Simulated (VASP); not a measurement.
# MoS2 (C2/m) in VASP: electric field gradients with PBE

Aim: the electric field gradients of MoS2 with PBE.

Everything below comes from runs of VASP 6.6.1. Logs are shortened: lines on timing, memory, paths and dates and some standing lists are left out, and cuts for length are marked.

**1. The cell of the first run**

It takes space group C2/m (No. 12, monoclinic). The conventional cell has a = 6.296 Å, b = 3.860 Å, c = 4.439 Å, α = 90.00°, β = 90.04°, γ = 90.00°. Within 3.1 Å of Mo (site symmetry 2/m) lie 6 S at 2.35 to 2.60 Å. S (site symmetry m) has 3 Mo at 2.35 to 2.60 Å and 3 S at 2.80 to 3.02 Å within 3.1 Å.

**2. Electric field gradients, PBE**

INCAR

```
PREC = Accurate ; ENCUT = 520
EDIFF = 1E-8 ; ISMEAR = -1
SIGMA = 0.05 ; LREAL = F
LASPH = T ; NELM = 60
ALGO = Normal ; ISIF = 2
LWAVE = F ; LCHARG = F
GGA = PE ; LEFG = T
NBANDS = 20
```

KPOINTS

```
regular mesh
0
Gamma
  8 8 6
```

POSCAR

```
MoS2
1.0
    3.1479925200     -1.9297820300      0.0000000000
    3.1479925200      1.9297820300      0.0000000000
   -0.0030992400      0.0000000000      4.4393295900
Mo S
1 2
Direct
    0.0000000000      0.0000000000      0.0000000000
    0.6879000000      0.6879000000      0.2889000000
    0.3121000000      0.3121000000      0.7111000000
```

Potentials or basis: VASP PAW PBE potentials, release 64 (Mo_sv, S).

Started as:

```sh
$ cat potpaw_PBE.64/Mo_sv/POTCAR potpaw_PBE.64/S/POTCAR > POTCAR
$ mpirun -np 1 vasp_std > vasp.out
```

OUTCAR:

```text
PREC = Accurate
   ENCUT = 520
   EDIFF = 1E-8
   ISMEAR = -1
   LREAL = F
   LASPH = T
   NELM = 60
   ISIF = 2
   GGA = PE

 ion  position               nearest neighbor table
   1  0.000  0.000  0.000-   2 2.35   3 2.35   2 2.60   2 2.60   3 2.60   3 2.60
   2  0.688  0.688  0.289-   1 2.35   1 2.60   1 2.60
   3  0.312  0.312  0.711-   1 2.35   1 2.60   1 2.60

  LATTYP: Found a base centered monoclinic cell.
 ALAT       =     6.2959850400
 B/A-ratio  =     0.6130198905
 C/A-ratio  =     0.7051050223
 COS(beta)  =    -0.0006981323

  Lattice vectors:

 A1 = (   3.1479925200,  -1.9297820300,   0.0000000000)
 A2 = (   3.1479925200,   1.9297820300,   0.0000000000)
 A3 = (  -0.0030992400,   0.0000000000,   4.4393295900)

Analysis of symmetry for initial positions (statically):
=====================================================================
 Subroutine PRICEL returns:
 Original cell was already a primitive cell.

 Routine SETGRP: Setting up the symmetry group for a
 base centered monoclinic supercell.

 Subroutine GETGRP returns: Found  4 space group operations
 (whereof  4 operations were pure point group operations)
 out of a pool of  4 trial point group operations.

The static configuration has the point symmetry C_2h.

Analysis of symmetry for dynamics (positions and initial velocities):
=====================================================================
 Subroutine PRICEL returns:
 Original cell was already a primitive cell.

 Routine SETGRP: Setting up the symmetry group for a
 base centered monoclinic supercell.

 Subroutine GETGRP returns: Found  4 space group operations
 (whereof  4 operations were pure point group operations)
 out of a pool of  4 trial point group operations.

The dynamic configuration has the point symmetry C_2h.

 Subroutine INISYM returns: Found  4 space group operations
 (whereof  4 operations are pure point group operations),
 and found     1 'primitive' translations

----------------------------------------------------------------------------------------

                                     Primitive cell

  volume of cell :      53.9373

  direct lattice vectors                    reciprocal lattice vectors
     3.147992520 -1.929782030  0.000000000     0.158831381 -0.259096619  0.000110885
     3.147992520  1.929782030  0.000000000     0.158831381  0.259096619  0.000110885
    -0.003099240  0.000000000  4.439329590     0.000000000  0.000000000  0.225259238

  length of vectors
     3.692413247  3.692413247  4.439330672     0.303905377  0.303905377  0.225259238

  position of ions in fractional coordinates (direct lattice)
     0.000000000  0.000000000  0.000000000
     0.687900000  0.687900000  0.288900000
     0.312100000  0.312100000  0.711100000

  ion indices of the primitive-cell ions
   primitive index   ion index
                 1           1
                 2           2
                 3           3

----------------------------------------------------------------------------------------

 KPOINTS: regular mesh

Automatic generation of k-mesh.
 Grid dimensions read from file:
 generate k-points for:    8    8    6

 Generating k-lattice:

  Cartesian coordinates                     Fractional coordinates (reciprocal lattice)
     0.019853923 -0.032387077  0.000013861     0.125000000  0.000000000 -0.000000000
     0.019853923  0.032387077  0.000013861     0.000000000  0.125000000 -0.000000000
     0.000000000  0.000000000  0.037543206     0.000000000  0.000000000  0.166666667

  Length of vectors
     0.037988172  0.037988172  0.037543206

  Shift w.r.t. Gamma in fractional coordinates (k-lattice)
     0.000000000  0.000000000  0.000000000

 Subroutine IBZKPT returns following result:
 ===========================================

 Found    114 irreducible k-points:

 Following reciprocal coordinates:
            Coordinates               Weight
  0.000000  0.000000  0.000000      1.000000
  0.125000  0.000000  0.000000      4.000000
  0.250000  0.000000  0.000000      4.000000
  0.375000 -0.000000  0.000000      4.000000
  0.500000  0.000000  0.000000      2.000000
  0.125000  0.125000  0.000000      2.000000
[... 16 lines left out ...]
  0.125000  0.000000  0.166667      4.000000
  0.250000  0.000000  0.166667      4.000000
 [... further k-points ...]
   k-points           NKPTS =    114   k-points in BZ     NKDIM =    114   number of bands    NBANDS=     20
   number of dos      NEDOS =    301   number of ions     NIONS =      3
   total plane-waves  NPLWV =  28224
   dimension x,y,z NGX =    28 NGY =   28 NGZ =   36
   dimension x,y,z NGXF=    56 NGYF=   56 NGZF=   72
   ions per type =               1   2
   NGX,Y,Z   is equivalent  to a cutoff of  12.61, 12.61, 13.48 a.u.
   NGXF,Y,Z  is equivalent  to a cutoff of  25.21, 25.21, 26.96 a.u.
 SYSTEM =  unknown system
   PREC   = accura    normal or accurate (medium, high low for compatibility)
   ISTART =      0    job   : 0-new  1-cont  2-samecut
   ICHARG =      2    charge: 1-file 2-atom 10-const
   ISPIN  =      1    spin polarized calculation?
   LNONCOLLINEAR =      F non collinear calculations
   LSORBIT =      F    spin-orbit coupling
   LASPH  =      T    aspherical Exc in radial PAW
   ENCUT  =  520.0 eV  38.22 Ry    6.18 a.u.   6.87  6.87  8.25*2*pi/ulx,y,z
   NELM   =     60;   NELMIN=  2; NELMDL= -5     # of ELM steps
   EDIFF  = 0.1E-07   stopping-criterion for ELM
   LREAL  =      F    real-space projection
   EDIFFG = 0.1E-06   stopping-criterion for IOM
   NSW    =      0    number of steps for IOM
   IBRION =     -1    ionic relax: 0-MD 1-quasi-New 2-CG
   NFREE  =      0    steps in history (QN), initial steepest desc. (CG)
   ISIF   =      2    stress and relaxation
   ISYM   =      2    0-nonsym 1-usesym 2-fastsym
   POTIM  = 0.5000    time-step for ionic-motion
   TEBEG  =    0.0;   TEEND  =   0.0 temperature during run
   PSTRESS=    0.0 pullay stress
   NELECT =      26.0000    total number of electrons
   NUPDOWN=      -1.0000    fix difference up-down
   EMIN   =  10.00;   EMAX   =-10.00  energy-range for DOS
   EFERMI =   0.00;   METHOD = LEGACY
   ISMEAR =    -1;   SIGMA  =   0.05  broadening in eV -4-tet -1-fermi 0-gaus
   EFERMI_NEDOS =   21; number of points for ismear=-14 and -15
   IALGO  =     38    algorithm
   IMIX   =      4    mixing-type and parameters
     AMIX     =   0.40;   BMIX     =  1.00
     AMIX_MAG =   1.60;   BMIX_MAG =  1.00
  volume/ion in A,a.u.               =      17.98       121.33
  Fermi-wavevector in a.u.,A,eV,Ry     =   1.283619  2.425688 22.418020  1.647678
  Thomas-Fermi vector in A             =   2.415861
   LORBIT       =      0    0 simple, 1 ext, 2 COOP (PROOUT), +10 PAW based schemes
   GGA     = PE    functional components
   LHFCALC =     F    Hartree Fock is set to
   AEXX    =    0.0000 exact exchange contribution
   IVDW    =     0    specifies the selected vdW correction
   LEPSILON=     F    determine dielectric tensor
   LRPA    =     F    only Hartree local field effects (RPA)
 non-spin polarized calculation
  energy-cutoff  :      520.00
  volume of cell :       53.94
 maximum number of plane-waves:      1476
   NGX = 13   NGY = 13   NGZ = 17

 number of electron      26.0000001 magnetization

 Free energy of the ion-electron system (eV)
  ---------------------------------------------------
  ext. energy  EPLUGINS =         0.00000000
  ---------------------------------------------------
  free energy    TOTEN  =       -19.12197916 eV

  energy without entropy =      -19.09520998  energy(sigma->0) =      -19.10859457

 E-fermi :   7.4805     XC(G=0): -11.0119

 val. band max:        7.4793096711   @ k =  -0.1250  -0.1250   0.3333
 cond. band min:       7.4864323438   @ k =  -0.2500   0.5000   0.3333
 fundamental gap:      0.0071226727
 Fermi energy:         7.4804695516

 k-point     1 :       0.0000    0.0000    0.0000
  band No.  band energies     occupation
      1     -54.0558      2.00000
      2     -28.2722      2.00000
      3     -28.1122      2.00000
      4     -27.9364      2.00000
      5      -7.2672      2.00000
      6      -3.7861      2.00000
[... 12 lines left out ...]
     19      13.7471      0.00000
[... 513 lines left out ...]
      4     -27.9331      2.00000
      5      -6.6135      2.00000
      6      -4.3740      2.00000
[... 12 lines left out ...]
     19      14.4668      0.00000
     20      15.3181      0.00000

 [... further k-points ...]

------------------------ aborting loop because EDIFF is reached ----------------------------------------

  FORCE on cell =-STRESS in cart. coord.  units (eV):
  Direction    XX          YY          ZZ          XY          YZ          ZX
  --------------------------------------------------------------------------------------
  -------------------------------------------------------------------------------------
  Total       -3.3283571     -5.3685164      5.0291218      0.0000000      0.0000000     -2.7418397
  in kB      -98.8669546   -159.4687289    149.3872060      0.0000000      0.0000000    -81.4447912
  external PRESSURE =     -36.3161591 kB  Pullay stress =       0.0000000 kB

 VOLUME and BASIS-vectors are now :
 -----------------------------------------------------------------------------
  energy-cutoff  :      520.00
  volume of cell :       53.94
      direct lattice vectors                 reciprocal lattice vectors
     3.147992520 -1.929782030  0.000000000     0.158831381 -0.259096619  0.000110885
     3.147992520  1.929782030  0.000000000     0.158831381  0.259096619  0.000110885
    -0.003099240  0.000000000  4.439329590     0.000000000  0.000000000  0.225259238

 POSITION                                       TOTAL-FORCE (eV/Angst)
 -----------------------------------------------------------------------------------
      0.00000      0.00000      0.00000         0.000000      0.000000      0.000000
      4.33011      0.00000      1.28252        -1.030847      0.000000     -0.656244
      1.96277      0.00000      3.15681         1.030847      0.000000      0.656244
 -----------------------------------------------------------------------------------
    total drift:                               -0.000000      0.000000      0.000000

  FREE ENERGIE OF THE ION-ELECTRON SYSTEM (eV)
  ---------------------------------------------------
  free  energy   TOTEN  =       -19.1219791639 eV

  energy  without entropy=      -19.0952099762  energy(sigma->0) =      -19.10859457

 Electric field gradients (V/A^2)
---------------------------------------------------------------------
 ion       V_xx      V_yy      V_zz      V_xy      V_xz      V_yz
---------------------------------------------------------------------
   1     -24.880    93.109   -68.229     0.000   111.355    -0.000
   2     -30.020    43.144   -13.123    -0.000    50.789     0.000
   3     -30.020    43.144   -13.123    -0.000    50.789     0.000
---------------------------------------------------------------------

 Electric field gradients after diagonalization (V/A^2)
 (convention: |V_zz| > |V_xx| > |V_yy|)
----------------------------------------------------------------------
 ion       V_xx      V_yy      V_zz     asymmetry (V_yy - V_xx)/ V_zz
----------------------------------------------------------------------
   1      93.109    66.890  -159.999       0.164
   2      43.144    29.915   -73.059       0.181
   3      43.144    29.915   -73.059       0.181
----------------------------------------------------------------------

           NMR quadrupolar parameters

 Cq : quadrupolar parameter    Cq=e*Q*V_zz/h
 eta: asymmetry parameters     (V_yy - V_xx)/ V_zz
 Q  : nuclear electric quadrupole moment in mb (millibarn)
----------------------------------------------------------------------
 ion       Cq(MHz)       eta       Q (mb)
----------------------------------------------------------------------
   1      -0.387       0.164       1.000
   2      -0.177       0.181       1.000
   3      -0.177       0.181       1.000
----------------------------------------------------------------------
```

It took 3.2 min on 1 thread of Intel Xeon 8259CL, shared host; peak memory 0.25 GiB.

Results:

```
Free energy                             : -19.1220 eV
Pressure                                : -3.6 GPa
Largest force                           : 1.222 eV/Å
Band gap on the k mesh                  : zero (bands 13 and 14 overlap by 0.93 eV)
Largest electric field gradient by atom : Mo -160.0; S -73.1 V/Å²
```

Forces on the atoms (eV/Å):
```
Mo   0.000  0.000  0.000
S   -1.031  0.000 -0.656
S    1.031  0.000  0.656
```

Levels at points of the mesh, in eV from the Fermi level:
| k point | band 10 | band 11 | band 12 | band 13 | band 14 | band 15 | band 16 | band 17 |
| --- | --- | --- | --- | --- | --- | --- | --- | --- |
| (0.00, 0.00, 0.00) | -1.10 | -0.68 | -0.64 | -0.54 | 0.52 | 0.71 | 1.78 | 2.72 |
| (0.50, 0.00, 0.00) | -3.55 | -3.24 | -2.39 | -0.55 | 0.09 | 0.37 | 2.94 | 4.39 |
| (0.50, 0.50, 0.00) | -3.17 | -2.81 | -2.08 | -1.16 | 0.05 | 0.28 | 3.52 | 3.99 |
| (0.00, 0.00, 0.50) | -2.69 | -2.34 | -1.60 | -0.95 | -0.78 | 0.55 | 4.02 | 4.24 |
| (0.50, 0.00, 0.50) | -2.00 | -1.68 | -0.29 | -0.17 | 0.07 | 0.42 | 2.45 | 3.75 |
| (0.50, 0.50, 0.50) | -3.15 | -1.97 | -1.31 | -0.21 | 0.02 | 0.45 | 2.17 | 3.96 |

Electric field gradients, principal values (V/Å²):
```csv
atom,least,middle,greatest (by size)
1 Mo,66.890,93.109,-159.999
2 S,29.915,43.144,-73.059
3 S,29.915,43.144,-73.059
```

Caveat: the cell stands under tension; without QUAD_EFG the Cq values of the log hold for a quadrupole moment of 1 mb, not for the nuclei; forces of over 1 eV/Å act on the atoms, so gaps and moduli don't describe the material at rest.
